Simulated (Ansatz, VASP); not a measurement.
## Two plane-wave programs on Ti

```
CELL_PARAMETERS angstrom
-1.48473 1.60512 1.60512
1.48473 -1.60512 1.60512
1.48473 1.60512 -1.60512
ATOMIC_POSITIONS crystal
Ti 0.00000 0.00000 0.00000
```

Change from the starting cell: strain -0.0750 x Voigt [1, 0, 0, 0, 0, 0], atoms carried along.

Alike in both runs: task single point; functional PBEsol; k mesh 26 × 26 × 26; occupations gaussian, width 0.15 eV; no spin polarisation.

|  | VASP | Ansatz |
| --- | --- | --- |
| version | VASP 6.6.1 | Ansatz 0.2.0 |
| potentials or method | VASP PAW PBE potentials, release 64 (Ti_sv), cutoff 520 eV | scalar-relativistic, plane waves, PAW |
| valence electrons in the cell | 12 | 12 |

```tsv
	VASP	Ansatz	Ansatz less VASP
gap on the k mesh at the Fermi level (eV)	none	none	-
pressure (GPa)	9.8	10.2	+0.38
traceless stress, the component that is largest in VASP (GPa)	-1.64	-1.62	+0.016
```

VASP's potentials were made for PBE, not for PBEsol. A gap of «none» marks a metal or a gap that the smearing closes. The functional is the same, so the differences come from potentials, cutoffs and numerics.
